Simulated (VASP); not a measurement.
# KBr (Pm-3m) in VASP: further runs, part 2 of 2

VASP 6.6.1.

**3. Single point, PBEsol**

This run uses another cell than the first one, of 30.46 Å³/atom, 1.085 times its volume.

The input, INCAR:

```
  ALGO = Normal
  EDIFF = 1E-7
  ENCUT = 520
  GGA = PS
  ISIF = 2
  ISMEAR = -1
  LASPH = True
  LCHARG = False
  LREAL = False
  LWAVE = False
  NBANDS = 15
  NELM = 60
  PREC = Accurate
  SIGMA = 0.02
```

The input, KPOINTS:

```
k-points
0
Gamma
  6 6 6
```

The input, POSCAR:

```
KBr
1.0
    3.9346059952      0.0000000000      0.0000000000
    0.0000000000      3.9346059952      0.0000000000
    0.0000000000      0.0000000000      3.9346059952
K Br
1 1
Direct
    0.0000000000      0.0000000000      0.0000000000
    0.5000000000      0.5000000000      0.5000000000
```

Potentials or basis: VASP PAW PBE potentials, release 64 (K_sv, Br).

Run with:

```bash
$ cat potpaw_PBE.64/K_sv/POTCAR potpaw_PBE.64/Br/POTCAR > POTCAR
$ mpirun -np 1 vasp_std > vasp.out
```

OUTCAR:

```text
EDIFF = 1E-7
   ENCUT = 520
   GGA = PS
   ISIF = 2
   ISMEAR = -1
   LASPH = True
   LREAL = False
   NELM = 60
   PREC = Accurate

 ion  position               nearest neighbor table
   1  0.000  0.000  0.000-
   2  0.500  0.500  0.500-

  LATTYP: Found a simple cubic cell.
 ALAT       =     3.9346059952

  Lattice vectors:

 A1 = (   3.9346059952,   0.0000000000,   0.0000000000)
 A2 = (   0.0000000000,   3.9346059952,   0.0000000000)
 A3 = (   0.0000000000,   0.0000000000,   3.9346059952)

Analysis of symmetry for initial positions (statically):
=====================================================================
 Subroutine PRICEL returns:
 Original cell was already a primitive cell.

 Routine SETGRP: Setting up the symmetry group for a
 simple cubic supercell.

 Subroutine GETGRP returns: Found 48 space group operations
 (whereof 48 operations were pure point group operations)
 out of a pool of 48 trial point group operations.

The static configuration has the point symmetry O_h .

Analysis of symmetry for dynamics (positions and initial velocities):
=====================================================================
 Subroutine PRICEL returns:
 Original cell was already a primitive cell.

 Routine SETGRP: Setting up the symmetry group for a
 simple cubic supercell.

 Subroutine GETGRP returns: Found 48 space group operations
 (whereof 48 operations were pure point group operations)
 out of a pool of 48 trial point group operations.

The dynamic configuration has the point symmetry O_h .

 Subroutine INISYM returns: Found 48 space group operations
 (whereof 48 operations are pure point group operations),
 and found     1 'primitive' translations

----------------------------------------------------------------------------------------

                                     Primitive cell

  volume of cell :      60.9121

  direct lattice vectors                    reciprocal lattice vectors
     3.934605995  0.000000000  0.000000000     0.254155054  0.000000000  0.000000000
     0.000000000  3.934605995  0.000000000     0.000000000  0.254155054  0.000000000
     0.000000000  0.000000000  3.934605995     0.000000000  0.000000000  0.254155054

  length of vectors
     3.934605995  3.934605995  3.934605995     0.254155054  0.254155054  0.254155054

  position of ions in fractional coordinates (direct lattice)
     0.000000000  0.000000000  0.000000000
     0.500000000  0.500000000  0.500000000

  ion indices of the primitive-cell ions
   primitive index   ion index
                 1           1
                 2           2

----------------------------------------------------------------------------------------

 KPOINTS: k-points

Automatic generation of k-mesh.
 Grid dimensions read from file:
 generate k-points for:    6    6    6

 Generating k-lattice:

  Cartesian coordinates                     Fractional coordinates (reciprocal lattice)
     0.042359176  0.000000000  0.000000000     0.166666667  0.000000000  0.000000000
     0.000000000  0.042359176  0.000000000     0.000000000  0.166666667  0.000000000
     0.000000000  0.000000000  0.042359176     0.000000000  0.000000000  0.166666667

  Length of vectors
     0.042359176  0.042359176  0.042359176

  Shift w.r.t. Gamma in fractional coordinates (k-lattice)
     0.000000000  0.000000000  0.000000000

 Subroutine IBZKPT returns following result:
 ===========================================

 Found     20 irreducible k-points:

 Following reciprocal coordinates:
            Coordinates               Weight
  0.000000  0.000000  0.000000      1.000000
  0.166667  0.000000  0.000000      6.000000
  0.333333  0.000000  0.000000      6.000000
  0.500000  0.000000  0.000000      3.000000
  0.166667  0.166667  0.000000     12.000000
  0.333333  0.166667  0.000000     24.000000
[... 12 lines left out ...]
  0.500000  0.500000  0.333333      6.000000
  0.500000  0.500000  0.500000      1.000000
   k-points           NKPTS =     20   k-points in BZ     NKDIM =     20   number of bands    NBANDS=     15
   number of dos      NEDOS =    301   number of ions     NIONS =      2
   total plane-waves  NPLWV =  27000
   dimension x,y,z NGX =    30 NGY =   30 NGZ =   30
   dimension x,y,z NGXF=    60 NGYF=   60 NGZF=   60
   ions per type =               1   1
   NGX,Y,Z   is equivalent  to a cutoff of  12.68, 12.68, 12.68 a.u.
   NGXF,Y,Z  is equivalent  to a cutoff of  25.35, 25.35, 25.35 a.u.
 SYSTEM =  unknown system
   PREC   = accura    normal or accurate (medium, high low for compatibility)
   ISTART =      0    job   : 0-new  1-cont  2-samecut
   ICHARG =      2    charge: 1-file 2-atom 10-const
   ISPIN  =      1    spin polarized calculation?
   LNONCOLLINEAR =      F non collinear calculations
   LSORBIT =      F    spin-orbit coupling
   LASPH  =      T    aspherical Exc in radial PAW
   ENCUT  =  520.0 eV  38.22 Ry    6.18 a.u.   7.32  7.32  7.32*2*pi/ulx,y,z
   NELM   =     60;   NELMIN=  2; NELMDL= -5     # of ELM steps
   EDIFF  = 0.1E-06   stopping-criterion for ELM
   LREAL  =      F    real-space projection
   EDIFFG = 0.1E-05   stopping-criterion for IOM
   NSW    =      0    number of steps for IOM
   IBRION =     -1    ionic relax: 0-MD 1-quasi-New 2-CG
   NFREE  =      0    steps in history (QN), initial steepest desc. (CG)
   ISIF   =      2    stress and relaxation
   ISYM   =      2    0-nonsym 1-usesym 2-fastsym
   POTIM  = 0.5000    time-step for ionic-motion
   TEBEG  =    0.0;   TEEND  =   0.0 temperature during run
   PSTRESS=    0.0 pullay stress
   NELECT =      16.0000    total number of electrons
   NUPDOWN=      -1.0000    fix difference up-down
   EMIN   =  10.00;   EMAX   =-10.00  energy-range for DOS
   EFERMI =   0.00;   METHOD = LEGACY
   ISMEAR =    -1;   SIGMA  =   0.02  broadening in eV -4-tet -1-fermi 0-gaus
   EFERMI_NEDOS =   21; number of points for ismear=-14 and -15
   IALGO  =     38    algorithm
   IMIX   =      4    mixing-type and parameters
     AMIX     =   0.40;   BMIX     =  1.00
     AMIX_MAG =   1.60;   BMIX_MAG =  1.00
  volume/ion in A,a.u.               =      30.46       205.53
  Fermi-wavevector in a.u.,A,eV,Ry     =   1.048448  1.981279 14.956113  1.099243
  Thomas-Fermi vector in A             =   2.183370
   LORBIT       =      0    0 simple, 1 ext, 2 COOP (PROOUT), +10 PAW based schemes
   GGA     = PS    functional components
   LHFCALC =     F    Hartree Fock is set to
   AEXX    =    0.0000 exact exchange contribution
   IVDW    =     0    specifies the selected vdW correction
   LEPSILON=     F    determine dielectric tensor
   LRPA    =     F    only Hartree local field effects (RPA)
 non-spin polarized calculation
  energy-cutoff  :      520.00
  volume of cell :       60.91
 maximum number of plane-waves:      1662
 NGX is ok and might be reduce to    30
   NGX = 15   NGY = 15   NGZ = 15

 number of electron      15.9999998 magnetization

 Free energy of the ion-electron system (eV)
  ---------------------------------------------------
  ext. energy  EPLUGINS =         0.00000000
  ---------------------------------------------------
  free energy    TOTEN  =        -6.36388284 eV

  energy without entropy =       -6.36388284  energy(sigma->0) =       -6.36388284

 E-fermi :   0.0790     XC(G=0):  -8.3628

 val. band max:       -0.4346527646   @ k =   0.5000   0.5000   0.0000
 cond. band min:       3.5188491718   @ k =   0.0000   0.0000   0.0000
 fundamental gap:      3.9535019364
 Fermi energy:         0.0789846029

 k-point     1 :       0.0000    0.0000    0.0000
  band No.  band energies     occupation
      1     -28.8095      2.00000
      2     -13.4085      2.00000
      3     -12.2915      2.00000
      4     -12.2915      2.00000
      5     -12.2915      2.00000
      6      -0.7279      2.00000
      7      -0.7279      2.00000
      8      -0.7279      2.00000
      9       3.5188      0.00000
     10       5.1909      0.00000
     11       5.1909      0.00000
     12       9.3845      0.00000
     13       9.3845      0.00000
     14       9.3845      0.00000
[... 329 lines left out ...]
      2     -12.9438      2.00000
      3     -12.4361      2.00000
      4     -12.4361      2.00000
      5     -12.4361      2.00000
      6      -2.1030      2.00000
      7      -2.1030      2.00000
      8      -2.1030      2.00000
      9       7.0027      0.00000
     10       7.0027      0.00000
     11       7.0027      0.00000
     12       9.2588      0.00000
     13       9.2588      0.00000
     14       9.2588      0.00000
     15      11.0764      0.00000

------------------------ aborting loop because EDIFF is reached ----------------------------------------

  FORCE on cell =-STRESS in cart. coord.  units (eV):
  Direction    XX          YY          ZZ          XY          YZ          ZX
  --------------------------------------------------------------------------------------
  -------------------------------------------------------------------------------------
  Total        0.0160827      0.0160827      0.0160827     -0.0000000     -0.0000000     -0.0000000
  in kB        0.4230242      0.4230242      0.4230242     -0.0000000     -0.0000000     -0.0000000
  external PRESSURE =       0.4230242 kB  Pullay stress =       0.0000000 kB

 VOLUME and BASIS-vectors are now :
 -----------------------------------------------------------------------------
  energy-cutoff  :      520.00
  volume of cell :       60.91
      direct lattice vectors                 reciprocal lattice vectors
     3.934605995  0.000000000  0.000000000     0.254155054  0.000000000  0.000000000
     0.000000000  3.934605995  0.000000000     0.000000000  0.254155054  0.000000000
     0.000000000  0.000000000  3.934605995     0.000000000  0.000000000  0.254155054

 POSITION                                       TOTAL-FORCE (eV/Angst)
 -----------------------------------------------------------------------------------
      0.00000      0.00000      0.00000         0.000000      0.000000      0.000000
      1.96730      1.96730      1.96730         0.000000      0.000000      0.000000
 -----------------------------------------------------------------------------------
    total drift:                                0.000000      0.000000     -0.000000

  FREE ENERGIE OF THE ION-ELECTRON SYSTEM (eV)
  ---------------------------------------------------
  free  energy   TOTEN  =        -6.3638828404 eV

  energy  without entropy=       -6.3638828404  energy(sigma->0) =       -6.36388284
```

OSZICAR:

```text
N       E                     dE             d eps       ncg     rms          rms(c)
DAV:   1     0.987783159883E+02    0.98778E+02   -0.71080E+03   600   0.961E+02
DAV:   2    -0.101650876269E+01   -0.99795E+02   -0.92843E+02   769   0.230E+02
DAV:   3    -0.633251365166E+01   -0.53160E+01   -0.52874E+01   838   0.475E+01
DAV:   4    -0.654017171618E+01   -0.20766E+00   -0.20762E+00   859   0.810E+00
DAV:   5    -0.654199265556E+01   -0.18209E-02   -0.18209E-02   831   0.918E-01    0.291E+00
DAV:   6    -0.638893273088E+01    0.15306E+00   -0.12541E-01   726   0.229E+00    0.225E+00
DAV:   7    -0.636213106477E+01    0.26802E-01   -0.73511E-02   747   0.182E+00    0.108E+00
DAV:   8    -0.636364489867E+01   -0.15138E-02   -0.11516E-02   790   0.804E-01    0.107E-01
DAV:   9    -0.636377522327E+01   -0.13032E-03   -0.30598E-04   810   0.136E-01    0.741E-02
DAV:  10    -0.636388257661E+01   -0.10735E-03   -0.13930E-04   663   0.846E-02    0.116E-02
DAV:  11    -0.636388261648E+01   -0.39868E-07   -0.73046E-06   840   0.180E-02    0.537E-03
DAV:  12    -0.636388275137E+01   -0.13489E-06   -0.22809E-06   684   0.110E-02    0.267E-03
DAV:  13    -0.636388284038E+01   -0.89010E-07   -0.11926E-07   739   0.275E-03
   1 F= -.63638828E+01 E0= -.63638828E+01  d E =-.115932E-12
```

stdout:

```text
POSCAR found type information on POSCAR K Br
 POSCAR found :  2 types and       2 ions
 scaLAPACK will be used
 -----------------------------------------------------------------------------
|                                                                             |
|                                                                             |
|     You enforced a specific xc type in the INCAR file but a different       |
|     I HOPE YOU KNOW WHAT YOU ARE DOING!                                     |
|                                                                             |
 -----------------------------------------------------------------------------

 LDA part: xc-table for (Slater+PW92), standard interpolation
 POSCAR, INCAR and KPOINTS ok, starting setup
 FFT: planning ... GRIDC
 FFT: planning ... GRID_SOFT
 FFT: planning ... GRID
 WAVECAR not read
 entering main loop
```

Wall time 17 s (1 thread of Intel Xeon Platinum 8488C (Sapphire Rapids), shared host); peak memory 0.17 GiB.

Results:

| Property | Result |
| --- | --- |
| Free energy | -6.3639 eV |
| Pressure | 0.0 GPa |
| Band gap on the k mesh | 3.95 eV, indirect (least direct gap 4.25 eV) |

Levels at points of the mesh, in eV from the valence-band top:
| k point | band 4 | band 5 | band 6 | band 7 | band 8 | band 9 | band 10 | band 11 | band 12 | band 13 |
| --- | --- | --- | --- | --- | --- | --- | --- | --- | --- | --- |
| (0.00, 0.00, 0.00) | -11.86 | -11.86 | -0.29 | -0.29 | -0.29 | 3.95 | 5.63 | 5.63 | 9.82 | 9.82 |
| (0.50, 0.00, 0.00) | -11.83 | -11.67 | -2.25 | -0.28 | -0.28 | 6.63 | 7.09 | 8.00 | 8.78 | 9.88 |
| (0.50, 0.50, 0.00) | -12.05 | -11.81 | -1.58 | -1.58 | 0.00 | 5.10 | 6.45 | 8.03 | 8.03 | 10.70 |
| (0.50, 0.50, 0.50) | -12.00 | -12.00 | -1.67 | -1.67 | -1.67 | 7.44 | 7.44 | 7.44 | 9.69 | 9.69 |

Caveat: the PAW data sets were made with another functional, which shifts forces and pressure a little. A k mesh can miss the band edges.

**4. Single point, PBE**

This run uses another cell than the first one, of 32.95 Å³/atom, 1.174 times its volume.

The input, INCAR:

```
PREC     = Accurate       # precision mode
ENCUT    = 520            # plane-wave cutoff, eV
EDIFF    = 1E-6           # SCF threshold, eV
ISMEAR   = -1             # smearing method
SIGMA    = 0.02           # smearing width, eV
LREAL    = F              # projectors in reciprocal space
LASPH    = T              # aspherical terms in the spheres
NELM     = 100            # most SCF steps
ALGO     = Normal         # electronic algorithm
ISIF     = 2              # what is computed and relaxed
LWAVE    = F              # write WAVECAR
LCHARG   = F              # write CHGCAR
GGA      = PE             # functional
NBANDS   = 15             # bands
```

The input, KPOINTS:

```
regular mesh
0
Gamma
  6 6 6
```

The input, POSCAR:

```
KBr
1.0
    4.0391634345      0.0000000000      0.0000000000
    0.0000000000      4.0391634345      0.0000000000
    0.0000000000      0.0000000000      4.0391634345
K Br
1 1
Direct
    0.0000000000      0.0000000000      0.0000000000
    0.5000000000      0.5000000000      0.5000000000
```

Potentials or basis: VASP PAW PBE potentials, release 64 (K_sv, Br).

Run with:

```bash
$ cat potpaw_PBE.64/K_sv/POTCAR potpaw_PBE.64/Br/POTCAR > POTCAR
$ mpirun -np 1 vasp_std > vasp.out
```

OUTCAR:

```text
PREC = Accurate
   ENCUT = 520
   EDIFF = 1E-6
   ISMEAR = -1
   LREAL = F
   LASPH = T
   NELM = 100
   ISIF = 2
   GGA = PE

 ion  position               nearest neighbor table
   1  0.000  0.000  0.000-
   2  0.500  0.500  0.500-

  LATTYP: Found a simple cubic cell.
 ALAT       =     4.0391634345

  Lattice vectors:

[... 533 lines left out ...]
     11       6.6645      0.00000
     12       8.6512      0.00000
     13       8.6512      0.00000
     14       8.6512      0.00000
     15      10.3959      0.00000

------------------------ aborting loop because EDIFF is reached ----------------------------------------

  FORCE on cell =-STRESS in cart. coord.  units (eV):
  Direction    XX          YY          ZZ          XY          YZ          ZX
  --------------------------------------------------------------------------------------
  -------------------------------------------------------------------------------------
  Total        0.0169108      0.0169108      0.0169108     -0.0000000     -0.0000000      0.0000000
  in kB        0.4111500      0.4111500      0.4111500     -0.0000000     -0.0000000      0.0000000
  external PRESSURE =       0.4111500 kB  Pullay stress =       0.0000000 kB

 VOLUME and BASIS-vectors are now :
 -----------------------------------------------------------------------------
  energy-cutoff  :      520.00
  volume of cell :       65.90
      direct lattice vectors                 reciprocal lattice vectors
     4.039163434  0.000000000  0.000000000     0.247576018  0.000000000  0.000000000
     0.000000000  4.039163434  0.000000000     0.000000000  0.247576018  0.000000000
     0.000000000  0.000000000  4.039163434     0.000000000  0.000000000  0.247576018

 POSITION                                       TOTAL-FORCE (eV/Angst)
 -----------------------------------------------------------------------------------
      0.00000      0.00000      0.00000         0.000000      0.000000      0.000000
      2.01958      2.01958      2.01958         0.000000      0.000000      0.000000
 -----------------------------------------------------------------------------------
    total drift:                                0.000000      0.000000     -0.000000

  FREE ENERGIE OF THE ION-ELECTRON SYSTEM (eV)
  ---------------------------------------------------
  free  energy   TOTEN  =        -6.0782787599 eV

  energy  without entropy=       -6.0782787598  energy(sigma->0) =       -6.07827876
```

stdout:

```text
POSCAR found type information on POSCAR K Br
 POSCAR found :  2 types and       2 ions
 scaLAPACK will be used
 LDA part: xc-table for (Slater+PW92), standard interpolation
 POSCAR, INCAR and KPOINTS ok, starting setup
 FFT: planning ... GRIDC
 FFT: planning ... GRID_SOFT
 FFT: planning ... GRID
 WAVECAR not read
 entering main loop
```

Run time: 14 s. Hardware: 1 thread of Intel Xeon Platinum 8488C (Sapphire Rapids), shared host; peak memory 0.17 GiB.

What came out:

* Free energy: -6.0783 eV
* Pressure: 0.0 GPa
* Band gap on the k mesh: 3.87 eV, indirect (least direct gap 4.13 eV)

A k mesh can miss the band edges.

**5. The runs side by side**

```tsv
level	potentials or basis	cell	gap on the mesh (eV)	pressure (GPa)
LDA	VASP PAW LDA potentials, release 64 (K_sv, Br)	a = 3.829 Å, 2 atoms	4.04	0.1
PBEsol	VASP PAW PBE potentials, release 64 (K_sv, Br)	a = 3.935 Å, 2 atoms	3.95	0.0
PBE	VASP PAW PBE potentials, release 64 (K_sv, Br)	a = 4.039 Å, 2 atoms	3.87	0.0
```

Alike in all rows: task single point; no spin polarisation; k mesh 6 × 6 × 6; cutoff (eV) 520; smearing fermi-dirac 0.02 eV.

Caveats: the PAW data sets were made with another functional, which shifts forces and pressure a little (some runs).

Total energies depend on the potentials used, so only differences within one code and one set of settings carry meaning.
